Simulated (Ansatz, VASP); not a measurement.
**One calculation of WC, two programs**

The input INCAR:

```
PREC = Accurate
ENCUT = 520
EDIFF = 1E-7
ISMEAR = 0
SIGMA = 0.15
LREAL = F
LASPH = T
NELM = 80
ALGO = Normal
ISIF = 2
LWAVE = F
LCHARG = T
GGA = PE
LELF = T
LVHAR = T
NBANDS = 16
```

File KPOINTS:

```
Automatic mesh
0
Gamma
  18 18 16
```

POSCAR

```
WC
1.0
    2.9005014360      0.0000000000      0.0000000000
   -1.4502507180      2.5119079273      0.0000000000
    0.0000000000      0.0000000000      2.8290000000
W C
1 1
Direct
    0.0000000000      0.0000000000      0.0000000000
    0.6149514708      0.3333333333      0.5000000000
```

Input for Ansatz:

```yaml
crystal:
  lattice:
    - [2.900501436, 0.0, 0.0]
    - [-1.450250718, 2.5119079273, 0.0]
    - [0.0, 0.0, 2.829]
  atoms:
    - { symbol: W, position: [0.0, 0.0, 0.0] }
    - { symbol: C, position: [0.6149514708, 0.3333333333, 0.5] }
basis:
  ecutwfc: 420
kpoints:
  mp_grid: { grid: [18, 18, 16] }
hamiltonian:
  xc: pbe
scf:
  occupations: { method: gaussian, width: 0.15 }
output:
  forces: true
  stress: true
  eigenvalues: true
```

Alike in both runs: task single point; functional PBE; k mesh 18 × 18 × 16; occupations gaussian, width 0.15 eV; no spin polarisation.

|  | VASP | Ansatz |
| --- | --- | --- |
| version | VASP 6.6.1 | Ansatz 0.2.0 |
| potentials or method | VASP PAW PBE potentials, release 64 (W_sv, C), cutoff 520 eV | scalar-relativistic, plane waves, PAW |
| valence electrons in the cell | 18 | 18 |

```csv
,VASP,Ansatz,Ansatz less VASP
gap on the k mesh at the Fermi level (eV),none,none,-
pressure (GPa),13.2,12.0,-1.19
"traceless stress, the component that is largest in VASP (GPa)",6.56,6.41,-0.142
rms of the force components (eV/Å),1.388,1.382,-0.0063
```

Atom by atom the forces differ by 0.007 eV/Å (rms over components). A gap of «none» marks a metal or a gap that the smearing closes.

Spin-orbit coupling is off throughout.
